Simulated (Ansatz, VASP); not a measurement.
**One calculation of MoS2, two programs**

```
CELL_PARAMETERS angstrom
3.18402 0.00000 0.00000
-1.59201 2.75744 0.00000
0.00000 0.00000 28.38732
ATOMIC_POSITIONS crystal
Mo 0.33333 0.66667 0.22816
Mo 0.33333 0.66667 0.77184
Mo 0.66667 0.33333 0.00000
S 0.66667 0.33333 0.17349
S 0.66667 0.33333 0.71719
S 0.33333 0.66667 0.94533
S 0.66667 0.33333 0.28281
S 0.66667 0.33333 0.82651
S 0.33333 0.66667 0.05467
```

Alike in both runs: task single point; functional PBE; k mesh 10 × 10 × 1; occupations gaussian, width 0.013 eV; no spin polarisation.

|  | VASP | Ansatz |
| --- | --- | --- |
| version | VASP 6.6.1 | Ansatz 0.2.0 |
| potentials or method | VASP PAW PBE potentials, release 64 (Mo_sv, S) | Ansatz PAW |
| plane-wave cutoff (eV) | 520 | 420 |
| valence electrons in the cell | 78 | 78 |

|  | VASP | Ansatz | Ansatz less VASP |
| --- | --- | --- | --- |
| gap on the k mesh at the Fermi level (eV) | 1.32 | 1.30 | -0.015 |
| least direct gap on the mesh (eV) | 1.88 | 1.88 | -0.004 |
| rms of the force components (eV/Å) | 0.082 | 0.088 | +0.0060 |

Atom by atom the forces differ by 0.006 eV/Å (rms over components). With one functional, cell and mesh, what is left measures potentials, basis and numerics.
